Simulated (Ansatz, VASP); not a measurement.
**Zr7Ge in VASP and in Ansatz**

```
CELL_PARAMETERS angstrom
0.00000 4.43894 4.43894
4.43894 0.00000 4.43894
4.43894 4.43894 0.00000
ATOMIC_POSITIONS crystal
Zr 0.50000 0.50000 0.50000
Zr 0.50000 0.00000 0.00000
Zr 0.50000 0.00000 0.50000
Zr 0.00000 0.50000 0.50000
Zr 0.00000 0.50000 0.00000
Zr 0.50000 0.50000 0.00000
Zr 0.00000 0.00000 0.50000
Ge 0.00000 0.00000 0.00000
```

Change from the starting cell: species swapped into the CuPt7 type (Fm-3m, No. 225).

Alike in both runs: functional PBE; k mesh 4 × 4 × 4; occupations gaussian, width 0.2 eV; no spin polarisation.

Ansatz relaxed the structure, and its values are those at the end. VASP's run is a single point on that final structure, the one shown.

|  | VASP | Ansatz |
| --- | --- | --- |
| version | VASP 6.6.1 | Ansatz 0.2.0 |
| potentials or method | VASP PAW PBE potentials, release 64 (Zr_sv, Ge_d), cutoff 500 eV | scalar-relativistic, plane waves, PAW |
| valence electrons in the cell | 98 | 98 |

|  | VASP | Ansatz | Ansatz less VASP |
| --- | --- | --- | --- |
| gap on the k mesh at the Fermi level (eV) | none | none | - |
| pressure (GPa) | 0.1 | 0.1 | -0.05 |

A gap of «none» marks a metal or a gap that the smearing closes.
